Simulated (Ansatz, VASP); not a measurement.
## Two plane-wave programs on PbS

Contents of INCAR:

```
PREC = Accurate
ENCUT = 520
EDIFF = 1E-7
ISMEAR = 0
SIGMA = 0.05
LREAL = False
LASPH = True
NELM = 100
ALGO = Normal
ISIF = 2
LWAVE = False
LCHARG = False
GGA = PE
IVDW = 12
NBANDS = 17
```

Contents of KPOINTS:

```
Automatic mesh
0
Gamma
  10 10 10
```

File POSCAR:

```
PbS
1.0
    3.6536590000      0.0000000000      0.0000000000
    0.0000000000      3.6536590000      0.0000000000
    0.0000000000      0.0000000000      3.6536590000
Pb S
1 1
Direct
    0.0000000000      0.0000000000      0.0000000000
    0.5000000000      0.5000000000      0.5000000000
```

Input for Ansatz:

```yaml
crystal:
  lattice:
    - [3.653659, 0.0, 0.0]
    - [0.0, 3.653659, 0.0]
    - [0.0, 0.0, 3.653659]
  atoms:
    - { symbol: Pb, position: [0.0, 0.0, 0.0] }
    - { symbol: S, position: [0.5, 0.5, 0.5] }
basis:
  ecutwfc: 420
  ecutrho_ratio: 4
kpoints:
  mp_grid: { grid: [10, 10, 10] }
hamiltonian:
  xc: pbe
  dispersion: d3bj
scf:
  occupations: { method: gaussian, width: 0.05 }
output:
  forces: true
  stress: true
  eigenvalues: true
```

Alike in both runs: task single point; functional PBE; dispersion D3(BJ); k mesh 10 × 10 × 10; occupations gaussian, width 0.05 eV; no spin polarisation.

```csv
,VASP,Ansatz
version,VASP 6.6.1,Ansatz 0.2.0
potentials or method,"VASP PAW PBE potentials, release 64 (Pb_d, S), cutoff 520 eV","scalar-relativistic, plane waves, PAW"
valence electrons in the cell,20,20
```

```csv
,VASP,Ansatz,Ansatz less VASP
gap on the k mesh at the Fermi level (eV),none,none,-
pressure (GPa),-2.5,-2.4,+0.07
```

A gap of «none» marks a metal or a gap that the smearing closes.

Neither program's run includes spin-orbit coupling.
